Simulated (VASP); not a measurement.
A run of VASP 6.6.1 is set up as follows.

INCAR

```
SYSTEM = Ag2I3
ALGO = Normal ; EDIFF = 1E-6
EDIFFG = -0.01 ; ENCUT = 600
GGA = PE ; IBRION = 2
ISIF = 3 ; ISMEAR = 0
LASPH = .True. ; LCHARG = .False.
LREAL = .False. ; LWAVE = .False.
NELM = 100 ; NSW = 100
PREC = Accurate ; SIGMA = 0.1
```

The input KPOINTS:

```
k-points
0
Gamma
  8 8 8
  0 0 0
```

File POSCAR:

```
Ag2I3
1.0
    5.7323685736      0.0000000000      0.0000000000
    0.0000000000      5.7323685736      0.0000000000
    0.0000000000      0.0000000000      5.7323685736
Ag I
2 3
Direct
    0.0000000000      0.0000000000      0.0000000000
    0.5000000000      0.5000000000      0.5000000000
    0.0000000000      0.5000000000      0.5000000000
    0.5000000000      0.0000000000      0.5000000000
    0.5000000000      0.5000000000      0.0000000000
```

Potentials or basis: VASP PAW PBE potentials, release 64 (Ag, I).

The run is started by

```sh
$ cat potpaw_PBE.64/Ag/POTCAR potpaw_PBE.64/I/POTCAR > POTCAR
$ mpirun -np 1 vasp_std > vasp.out
```

Task: Predict the relaxed cell.

Result: a = 5.710 Å, b = 5.710 Å, c = 5.710 Å, α = 90.00°, β = 90.00°, γ = 90.00°.

Task: Estimate the relaxed volume.

Result: 37.23 Å³/atom.

Step by step:
| step | energy change (eV) | largest force (eV/Å) | pressure (GPa) | volume (Å³) |
| --- | --- | --- | --- | --- |
| 1 | 0.0000 | 0.0000 | -0.29 | 188.37 |
| 2 | -0.0020 | 0.0000 | -0.05 | 186.50 |
| 3 | -0.0021 | 0.0000 | 0.00 | 186.13 |

Caveat: an odd number of electrons without spin polarisation forces a metal; a magnetic or distorted state may lie lower.
